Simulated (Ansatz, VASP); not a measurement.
**CdS: VASP beside Ansatz**

INCAR

```
SYSTEM = CdS
  PREC = Accurate
  ENCUT = 520
  EDIFF = 1E-7
  ISMEAR = 0
  SIGMA = 0.01
  LREAL = .FALSE.
  LASPH = .TRUE.
  NELM = 60
  ALGO = Normal
  ISIF = 2
  LWAVE = .FALSE.
  LCHARG = .TRUE.
  GGA = CA
  LELF = .TRUE.
  LVHAR = .TRUE.
  NBANDS = 16
```

File KPOINTS:

```
regular mesh
0
G
  8 8 8
  0 0 0
```

The input POSCAR:

```
CdS
1.0
    2.9070449387      2.9070449387      0.0000000000
   -2.9070449387      2.9070449387      0.0000000000
    0.0000000000      2.9070449387      2.8346453033
Cd S
1 1
Direct
    0.0000000000      0.0000000000      0.0000000000
    0.7500000000      0.2500000000      0.5000000000
```

Input for Ansatz:

```yaml
crystal:
  lattice:
    - [2.90704493871, 2.90704493871, 0.0]
    - [-2.90704493871, 2.90704493871, 0.0]
    - [0.0, 2.90704493871, 2.83464530326]
  atoms:
    - { symbol: Cd, position: [0.0, 0.0, 0.0] }
    - { symbol: S, position: [0.75, 0.25, 0.5] }
kpoints:
  mp_grid: { grid: [8, 8, 8] }
scf:
  occupations: { method: fixed }
  convergence: { dr2_threshold: 1.0e-10 }
hamiltonian:
  xc: lda
  pseudopotentials: { kind: all_electron, lapw: { basis_error: 0.0005 } }
output:
  forces: true
  stress: true
  eigenstates:
    kpoints:
      - [0.0, 0.0, 0.0]
      - [-0.5, -0.5, -0.5]
      - [-0.5, 0.5, 0.0]
      - [0.0, 0.0, -0.5]
      - [0.0, -0.5, -0.5]
      - [0.0, 0.5, 0.0]
      - [-0.5, 0.0, 0.0]
      - [-0.5, 0.0, -0.5]
  eigenvalues: true
```

Change from the starting cell: film at in-plane strain +0.01.

Alike in both runs: task single point; functional LDA; k mesh 8 × 8 × 8; no spin polarisation.

|  | VASP | Ansatz |
| --- | --- | --- |
| version | VASP 6.6.1 | Ansatz 0.2.0 |
| potentials or method | VASP PAW LDA potentials, release 64 (Cd, S), cutoff 520 eV | all-electron LAPW, scalar-relativistic |
| occupations | gaussian, width 0.01 eV | fixed |

|  | VASP | Ansatz | Ansatz less VASP |
| --- | --- | --- | --- |
| gap on the k mesh at the Fermi level (eV) | 0.92 | 0.88 | -0.032 |
| pressure (GPa) | 0.2 | -0.3 | -0.52 |
| traceless stress, the component that is largest in VASP (GPa) | 0.32 | 0.33 | +0.011 |

LDA's correlation is that of Perdew and Zunger in VASP and of Perdew and Wang (1992) in Ansatz. Ansatz ran all-electron here, and VASP with PAW potentials.
